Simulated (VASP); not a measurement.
# MoS2 (P-3m1) in VASP: further runs

The runs below take MoS2 through single point, with LDA, r2SCAN+rVV10.

All numbers are computed with VASP 6.6.1; they aren't measurements. Logs are shortened: lines on timing, memory, paths and dates and some standing lists are left out, and cuts for length are marked.

### 1 The cell of the first run

It takes space group P-3m1 (No. 164, trigonal). The conventional cell has a = 3.227 Å, b = 3.227 Å, c = 6.312 Å, α = 90.00°, β = 90.00°, γ = 120.00°. Within 3.2 Å of Mo (site symmetry -3m) lie 6 S at 2.42 Å. Within 3.2 Å of S (site symmetry 3m) lie 3 Mo at 2.42 Å.

### 2 Single point, LDA, non-collinear spin, zero start, spin-orbit coupling

File INCAR:

```
SYSTEM = MoS2
PREC = Accurate ; ENCUT = 500
EDIFF = 1E-6 ; ISMEAR = 0
SIGMA = 0.05 ; LREAL = .FALSE.
LASPH = .TRUE. ; NELM = 200
ALGO = Normal ; ISIF = 2
LWAVE = .FALSE. ; LCHARG = .FALSE.
MAGMOM = 0 0 0 0 0 0 0 0 0 ; LORBIT = 11
LSORBIT = .TRUE. ; GGA_COMPAT = .FALSE.
LORBMOM = .TRUE. ; LMAXMIX = 4
GGA = CA ; NBANDS = 39
```

File KPOINTS:

```
Automatic mesh
0
G
  7 7 3
  0 0 0
```

File POSCAR:

```
MoS2
1.0
    3.2274645616      0.0000000000      0.0000000000
   -1.6137322808      2.7950663001      0.0000000000
    0.0000000000      0.0000000000      6.3124734200
Mo S
1 2
Direct
    0.0000000000      0.0000000000      0.5000000000
    0.6666666667      0.3333333333      0.7446806800
    0.3333333333      0.6666666667      0.2553193200
```

Potentials or basis: VASP PAW LDA potentials, release 64 (Mo_sv, S).

Command:

```sh
cat potpaw_LDA.64/Mo_sv/POTCAR potpaw_LDA.64/S/POTCAR > POTCAR
mpirun -np 1 vasp_ncl > vasp.out
```

OUTCAR:

```text
SYSTEM = MoS2
   PREC = Accurate
   ENCUT = 500
   EDIFF = 1E-6
   ISMEAR = 0
   LREAL = .FALSE.
   LASPH = .TRUE.
   NELM = 200
   ISIF = 2
   LORBIT = 11
   LSORBIT = .TRUE.
   GGA = CA

 ion  position               nearest neighbor table
   1  0.000  0.000  0.500-   2 2.42   3 2.42   3 2.42   2 2.42   2 2.42   3 2.42
   2  0.667  0.333  0.745-   1 2.42   1 2.42   1 2.42
   3  0.333  0.667  0.255-   1 2.42   1 2.42   1 2.42

  LATTYP: Found a hexagonal cell.
 ALAT       =     3.2274645616
 C/A-ratio  =     1.9558614199

  Lattice vectors:

 A1 = (   3.2274645616,   0.0000000000,   0.0000000000)
 A2 = (  -1.6137322808,   2.7950663001,   0.0000000000)
 A3 = (   0.0000000000,   0.0000000000,   6.3124734200)

Analysis of symmetry for initial positions (statically):
=====================================================================
 Subroutine PRICEL returns:
 Original cell was already a primitive cell.

 Routine SETGRP: Setting up the symmetry group for a
 hexagonal supercell.

 Subroutine GETGRP returns: Found 12 space group operations
 (whereof 12 operations were pure point group operations)
 out of a pool of 24 trial point group operations.

The static configuration has the point symmetry D_3d.

Analysis of symmetry for dynamics (positions and initial velocities):
=====================================================================
 Subroutine PRICEL returns:
 Original cell was already a primitive cell.

 Routine SETGRP: Setting up the symmetry group for a
 hexagonal supercell.

 Subroutine GETGRP returns: Found 12 space group operations
 (whereof 12 operations were pure point group operations)
 out of a pool of 24 trial point group operations.

The dynamic configuration has the point symmetry D_3d.

Analysis of structural, dynamic, and magnetic symmetry:
=====================================================================
 Subroutine PRICEL returns:
 Original cell was already a primitive cell.

 Routine SETGRP: Setting up the symmetry group for a
 hexagonal supercell.

 Subroutine GETGRP returns: Found 12 space group operations
 (whereof 12 operations were pure point group operations)
 out of a pool of 24 trial point group operations.

The overall configuration has the point symmetry D_3d.

 Subroutine INISYM returns: Found 12 space group operations
 (whereof 12 operations are pure point group operations),
 and found     1 'primitive' translations

----------------------------------------------------------------------------------------

                                     Primitive cell

  volume of cell :      56.9447

  direct lattice vectors                    reciprocal lattice vectors
     3.227464562  0.000000000  0.000000000     0.309840737  0.178886633  0.000000000
    -1.613732281  2.795066300  0.000000000     0.000000000  0.357773266  0.000000000
     0.000000000  0.000000000  6.312473420     0.000000000  0.000000000  0.158416509

  length of vectors
     3.227464562  3.227464562  6.312473420     0.357773266  0.357773266  0.158416509

  position of ions in fractional coordinates (direct lattice)
     0.000000000  0.000000000  0.500000000
     0.666666667  0.333333333  0.744680680
     0.333333333  0.666666667  0.255319320

  ion indices of the primitive-cell ions
   primitive index   ion index
                 1           1
                 2           2
                 3           3

----------------------------------------------------------------------------------------

 KPOINTS: Automatic mesh

Automatic generation of k-mesh.
 Grid dimensions read from file:
 generate k-points for:    7    7    3

 Generating k-lattice:

  Cartesian coordinates                     Fractional coordinates (reciprocal lattice)
     0.044262962  0.025555233  0.000000000     0.142857143  0.000000000  0.000000000
     0.000000000  0.051110467  0.000000000     0.000000000  0.142857143  0.000000000
     0.000000000  0.000000000  0.052805503     0.000000000  0.000000000  0.333333333
[... 94 lines left out ...]

 number of electron      26.0000000 magnetization      -0.0000000      0.0000000     -0.0000000

 Free energy of the ion-electron system (eV)
  ---------------------------------------------------
  ext. energy  EPLUGINS =         0.00000000
  ---------------------------------------------------
  free energy    TOTEN  =       -23.64406391 eV

  energy without entropy =      -23.64083782  energy(sigma->0) =      -23.64245087

 E-fermi :   6.8493     XC(G=0): -10.7680

 val. band max:        6.8445535949   @ k =   0.2857   0.2857   0.3333
 cond. band min:       6.9232566244   @ k =   0.1429   0.1429   0.3333
 fundamental gap:      0.0787030295
 Fermi energy:         6.8492568271

 k-point     1 :       0.0000    0.0000    0.0000
  band No.  band energies     occupation
      1     -54.6846      1.00000
      2     -54.6846      1.00000
      3     -30.5431      1.00000
      4     -30.5431      1.00000
      5     -28.0987      1.00000
      6     -28.0987      1.00000
[... 809 lines left out ...]
     37      14.1087      0.00000
     38      14.1087      0.00000
 [bands above 38 left out]

------------------------ aborting loop because EDIFF is reached ----------------------------------------

  FORCE on cell =-STRESS in cart. coord.  units (eV):
  Direction    XX          YY          ZZ          XY          YZ          ZX
  --------------------------------------------------------------------------------------
  -------------------------------------------------------------------------------------
  Total       -2.3466381     -2.3466381     -1.3169916     -0.0000000      0.0000000     -0.0000000
  in kB      -66.0242609    -66.0242609    -37.0544548     -0.0000000      0.0000000     -0.0000000
  external PRESSURE =     -56.3676589 kB  Pullay stress =       0.0000000 kB

 VOLUME and BASIS-vectors are now :
 -----------------------------------------------------------------------------
  energy-cutoff  :      500.00
  volume of cell :       56.94
      direct lattice vectors                 reciprocal lattice vectors
     3.227464562  0.000000000  0.000000000     0.309840737  0.178886633  0.000000000
    -1.613732281  2.795066300  0.000000000     0.000000000  0.357773266  0.000000000
     0.000000000  0.000000000  6.312473420     0.000000000  0.000000000  0.158416509

 POSITION                                       TOTAL-FORCE (eV/Angst)
 -----------------------------------------------------------------------------------
      0.00000      0.00000      3.15624         0.000000      0.000000     -0.000000
      1.61373      0.93169      4.70078         0.000000     -0.000000     -0.153718
     -0.00000      1.86338      1.61170        -0.000000      0.000000      0.153718
 -----------------------------------------------------------------------------------
    total drift:                                0.000000     -0.000000      0.000000

  FREE ENERGIE OF THE ION-ELECTRON SYSTEM (eV)
  ---------------------------------------------------
  free  energy   TOTEN  =       -23.6440639127 eV

  energy  without entropy=      -23.6408378175  energy(sigma->0) =      -23.64245087

 orbital moment (x)

 # of ion     p       d       tot
 ----------------------------------------
  1         0.000   0.000   0.000
  2         0.000   0.000   0.000
  3         0.000   0.000   0.000
 ----------------------------------------
            0.000   0.000   0.000

 orbital moment (y)

 # of ion     p       d       tot
 ----------------------------------------
  1         0.000   0.000   0.000
  2         0.000   0.000   0.000
  3         0.000   0.000   0.000
 ----------------------------------------
            0.000   0.000   0.000

 orbital moment (z)

 # of ion     p       d       tot
 ----------------------------------------
  1         0.000   0.000   0.000
  2         0.000   0.000   0.000
  3         0.000   0.000   0.000
 ----------------------------------------
            0.000   0.000   0.000

 Spin-Orbit-Coupling matrix elements

 Ion:    1  E_soc:     -0.2042809
 l=   1
     0.0000000    -0.0305976    -0.0305017
    -0.0305976     0.0000000    -0.0305976
    -0.0305017    -0.0305976     0.0000000
 l=   2
     0.0000000    -0.0005801     0.0000000    -0.0005801    -0.0033382
    -0.0005801     0.0000000    -0.0022233    -0.0003385    -0.0005801
     0.0000000    -0.0022233     0.0000000    -0.0022233     0.0000000
    -0.0005801    -0.0003385    -0.0022233     0.0000000    -0.0005801
    -0.0033382    -0.0005801     0.0000000    -0.0005801     0.0000000
 l=   3
     0.0000000     0.0000000     0.0000000     0.0000000     0.0000000     0.0000000     0.0000000
     0.0000000     0.0000000     0.0000000     0.0000000     0.0000000     0.0000000     0.0000000
     0.0000000     0.0000000     0.0000000     0.0000000     0.0000000     0.0000000     0.0000000
     0.0000000     0.0000000     0.0000000     0.0000000     0.0000000     0.0000000     0.0000000
[... 29 lines left out ...]
 l=   2
     0.0000000     0.0000000     0.0000000     0.0000000     0.0000000
     0.0000000     0.0000000     0.0000000     0.0000000     0.0000000
     0.0000000     0.0000000     0.0000000     0.0000000     0.0000000
     0.0000000     0.0000000     0.0000000     0.0000000     0.0000000
     0.0000000     0.0000000     0.0000000     0.0000000     0.0000000
 l=   3
     0.0000000     0.0000000     0.0000000     0.0000000     0.0000000     0.0000000     0.0000000
     0.0000000     0.0000000     0.0000000     0.0000000     0.0000000     0.0000000     0.0000000
     0.0000000     0.0000000     0.0000000     0.0000000     0.0000000     0.0000000     0.0000000
     0.0000000     0.0000000     0.0000000     0.0000000     0.0000000     0.0000000     0.0000000
     0.0000000     0.0000000     0.0000000     0.0000000     0.0000000     0.0000000     0.0000000
     0.0000000     0.0000000     0.0000000     0.0000000     0.0000000     0.0000000     0.0000000
     0.0000000     0.0000000     0.0000000     0.0000000     0.0000000     0.0000000     0.0000000

 total charge

# of ion       s       p       d       tot
------------------------------------------
    1        2.296   6.215   3.902  12.412
    2        1.364   2.312   0.000   3.676
    3        1.364   2.312   0.000   3.676
--------------------------------------------------
tot          5.023  10.839   3.902  19.764

 magnetization (x)

# of ion       s       p       d       tot
------------------------------------------
    1        0.000   0.000   0.000   0.000
    2        0.000   0.000   0.000   0.000
    3        0.000   0.000   0.000   0.000
--------------------------------------------------
tot          0.000   0.000   0.000   0.000

 magnetization (y)

# of ion       s       p       d       tot
------------------------------------------
    1        0.000   0.000   0.000   0.000
    2        0.000  -0.000   0.000  -0.000
    3       -0.000  -0.000   0.000  -0.000
--------------------------------------------------
tot          0.000  -0.000   0.000  -0.000

 magnetization (z)

# of ion       s       p       d       tot
------------------------------------------
    1        0.000   0.000   0.000   0.000
    2        0.000   0.000   0.000   0.000
    3        0.000   0.000   0.000   0.000
--------------------------------------------------
tot          0.000   0.000   0.000   0.000
```

It took 47 s on 1 thread of Intel Xeon Platinum 8559C (Emerald Rapids), shared host; peak memory 0.26 GiB.

What came out:

| Property | Result |
| --- | --- |
| Free energy | -23.6441 eV |
| Pressure | -5.6 GPa |
| Largest force | 0.154 eV/Å |
| Net moment | 0.00 μB per cell |
| Valence electrons inside the program's atomic spheres | Mo 12.41; S 3.68 |

Forces on the atoms (eV/Å):
```
Mo   0.000  0.000  0.000
S    0.000  0.000 -0.154
S    0.000  0.000  0.154
```

Moments on the atoms (μB; x, y, z):
```
Mo  0.00 0.00 0.00
S   0.00 0.00 0.00
S   0.00 0.00 0.00
```

### 3 Single point, r2SCAN+rVV10

This run uses another cell than the first one, of 19.36 Å³/atom, 1.020 times its volume.

File POSCAR:

```
MoS2
1.0
    3.2488391220      0.0000000000      0.0000000000
   -1.6244195610      2.8135772124      0.0000000000
    0.0000000000      0.0000000000      6.3542790981
Mo S
1 2
Direct
    0.0000000000      0.0000000000      0.5000000000
    0.6666666667      0.3333333333      0.7446806800
    0.3333333333      0.6666666667      0.2553193200
```

File INCAR.step1:

```
SYSTEM = MoS2
PREC = Accurate
ENCUT = 520
ISMEAR = -1
SIGMA = 0.05
LREAL = .False.
LASPH = .True.
NELM = 80
NBANDS = 20
GGA = PE
ALGO = Normal
EDIFF = 1E-4
LWAVE = .True.
LCHARG = .False.
```

File INCAR.step2:

```
SYSTEM = MoS2
PREC = Accurate
ENCUT = 520
EDIFF = 1E-6
ISMEAR = -1
SIGMA = 0.05
LREAL = .False.
LASPH = .True.
NELM = 80
ALGO = Normal
ISIF = 2
LWAVE = .False.
LCHARG = .True.
METAGGA = R2SCAN
LMIXTAU = .True.
LUSE_VDW = .True.
IVDW_NL = 2
BPARAM = 11.95
CPARAM = 0.0093
LELF = .True.
LVHAR = .True.
NBANDS = 20
ISTART = 1
```

File KPOINTS:

```
regular mesh
0
Gamma
  9 9 4
  0 0 0
```

Potentials or basis: VASP PAW PBE potentials, release 64 (Mo_sv, S).

Command:

```sh
cat potpaw_PBE.64/Mo_sv/POTCAR potpaw_PBE.64/S/POTCAR > POTCAR
cp INCAR.step1 INCAR
mpirun -np 1 vasp_std > vasp.out
cp INCAR.step2 INCAR
mpirun -np 1 vasp_std > vasp.out
```

OUTCAR:

```text
SYSTEM = MoS2
   PREC = Accurate
   ENCUT = 520
   EDIFF = 1E-6
   ISMEAR = -1
   LREAL = .False.
   LASPH = .True.
   NELM = 80
   ISIF = 2
   METAGGA = R2SCAN
   IVDW_NL = 2
   BPARAM = 11.95
   ISTART = 1

 ion  position               nearest neighbor table
   1  0.000  0.000  0.500-   2 2.44   3 2.44   3 2.44   2 2.44   2 2.44   3 2.44
   2  0.667  0.333  0.745-   1 2.44   1 2.44   1 2.44
   3  0.333  0.667  0.255-   1 2.44   1 2.44   1 2.44

  LATTYP: Found a hexagonal cell.
 ALAT       =     3.2488391220
 C/A-ratio  =     1.9558614199

  Lattice vectors:

 A1 = (   3.2488391220,   0.0000000000,   0.0000000000)
 A2 = (  -1.6244195610,   2.8135772124,   0.0000000000)
 A3 = (   0.0000000000,   0.0000000000,   6.3542790981)

Analysis of symmetry for initial positions (statically):
=====================================================================
 Subroutine PRICEL returns:
 Original cell was already a primitive cell.

 Routine SETGRP: Setting up the symmetry group for a
 hexagonal supercell.

[... 159 lines left out ...]
 number of electron      26.0000002 magnetization

 Free energy of the ion-electron system (eV)
  ---------------------------------------------------
  ext. energy  EPLUGINS =         0.00000000
  ---------------------------------------------------
  free energy    TOTEN  =       -43.64503867 eV

  energy without entropy =      -43.63564863  energy(sigma->0) =      -43.64034365

 E-fermi :   6.5757     XC(G=0): -11.0580

 val. band max:        6.5735571342   @ k =   0.3333   0.2222   0.0000
 cond. band min:       6.7309910516   @ k =   0.0000   0.1111   0.2500
 fundamental gap:      0.1574339174
 Fermi energy:         6.5756544157

 k-point     1 :       0.0000    0.0000    0.0000
  band No.  band energies     occupation
      1     -57.2211      2.00000
      2     -30.5062      2.00000
      3     -30.4938      2.00000
      4     -30.4938      2.00000
      5      -8.8630      2.00000
      6      -7.4115      2.00000
[... 541 lines left out ...]
     19      15.1814      0.00000
     20      15.4961      0.00000

 [... further k-points ...]
[... 5 lines left out ...]
  --------------------------------------------------------------------------------------
  -------------------------------------------------------------------------------------
  Total       -1.3373385     -1.3373385     -1.1872099      0.0000000      0.0000000      0.0000000
  in kB      -36.8891446    -36.8891446    -32.7479994      0.0000000      0.0000000      0.0000000
  external PRESSURE =     -35.5087629 kB  Pullay stress =       0.0000000 kB

 VOLUME and BASIS-vectors are now :
 -----------------------------------------------------------------------------
  energy-cutoff  :      520.00
  volume of cell :       58.08
      direct lattice vectors                 reciprocal lattice vectors
     3.248839122  0.000000000  0.000000000     0.307802253  0.177709713  0.000000000
    -1.624419561  2.813577212  0.000000000     0.000000000  0.355419427  0.000000000
     0.000000000  0.000000000  6.354279098     0.000000000  0.000000000  0.157374265

 POSITION                                       TOTAL-FORCE (eV/Angst)
 -----------------------------------------------------------------------------------
      0.00000      0.00000      3.17714        -0.000000      0.000000      0.000000
      1.62442      0.93786      4.73191        -0.000000      0.000000     -0.161375
     -0.00000      1.87572      1.62237         0.000000     -0.000000      0.161375
 -----------------------------------------------------------------------------------
    total drift:                                0.000000     -0.000000      0.000000

  FREE ENERGIE OF THE ION-ELECTRON SYSTEM (eV)
  ---------------------------------------------------
  free  energy   TOTEN  =       -43.6450386749 eV

  energy  without entropy=      -43.6356486320  energy(sigma->0) =      -43.64034365
```

OSZICAR.step1:

```text
N       E                     dE             d eps       ncg     rms          rms(c)
DAV:   1     0.192155199049E+03    0.19216E+03   -0.14845E+04  1856   0.122E+03
DAV:   2    -0.151839765219E+02   -0.20734E+03   -0.20254E+03  2136   0.313E+02
DAV:   3    -0.226181713717E+02   -0.74342E+01   -0.72944E+01  2112   0.562E+01
DAV:   4    -0.227128537531E+02   -0.94682E-01   -0.94515E-01  2068   0.666E+00
DAV:   5    -0.227145425545E+02   -0.16888E-02   -0.16885E-02  2184   0.858E-01    0.217E+01
DAV:   6    -0.216494323017E+02    0.10651E+01   -0.17351E+01  1796   0.218E+01    0.941E+00
DAV:   7    -0.211472960902E+02    0.50214E+00   -0.70478E+00  1800   0.134E+01    0.569E+00
DAV:   8    -0.210099686930E+02    0.13733E+00   -0.80030E-01  1912   0.483E+00    0.176E+00
DAV:   9    -0.210118791100E+02   -0.19104E-02   -0.28758E-02  2008   0.105E+00    0.595E-01
DAV:  10    -0.210105350458E+02    0.13441E-02   -0.18007E-02  1896   0.796E-01    0.191E-01
DAV:  11    -0.210103836081E+02    0.15144E-03   -0.93271E-04  1976   0.198E-01    0.741E-02
DAV:  12    -0.210103271083E+02    0.56500E-04   -0.16522E-04  1044   0.781E-02
   1 F= -.21010327E+02 E0= -.21005707E+02  d E =-.923982E-02
```

Wall time 2 min (1 thread of Intel Xeon 6975P-C, shared host); peak memory 0.32 GiB.

Results:

```
Free energy            : -43.6450 eV
Pressure               : -3.6 GPa
Largest force          : 0.161 eV/Å
Band gap on the k mesh : zero (band 13 reaches 7.26 eV, above the bottom of band 14 at 6.07 eV)
```

Forces in eV/Å, atoms in the order of the input:
```
Mo   0.000  0.000  0.000
S    0.000  0.000 -0.161
S    0.000  0.000  0.161
```

Stress tensor (GPa, compression positive):
```
-3.69  0.00  0.00
 0.00 -3.69  0.00
 0.00  0.00 -3.27
```

Caveat: the PAW data sets were made with another functional, which shifts forces and pressure a little.
